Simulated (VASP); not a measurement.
Runs of VASP 6.6.1 on BN. The structure is that of space group R3m (No. 160), or close to it. The cells are those of the table. 

```tsv
cell	gap on the mesh (eV)	pressure (GPa)	largest force (eV/Å)
a = 3.718 Å, angles 39.9°, 2 atoms	4.10	(b)	0.01
a = 3.694 Å, angles 39.9°, 2 atoms	4.12	(c)	-
a = 3.741 Å, angles 39.9°, 2 atoms	4.08	-11.7	0.01
a = 3.594 Å, angles 39.9°, 2 atoms	(a)	17.7	-
a = 3.620 Å, angles 39.9°, 2 atoms	4.18	11.6	-
```

Alike in all rows: task single point; level PBEsol; potentials or basis VASP PAW PBE potentials, release 64 (B, N); no spin polarisation; k mesh 10 × 10 × 10; cutoff (eV) 520; smearing gaussian 0.01 eV.

Question: Fill in the values left out.

Answer: (a) 4.20; (b) -7.8; (c) -3.6.

Caveats: the PAW data sets were made with another functional, which shifts forces and pressure a little.

A k mesh can miss the band edges.
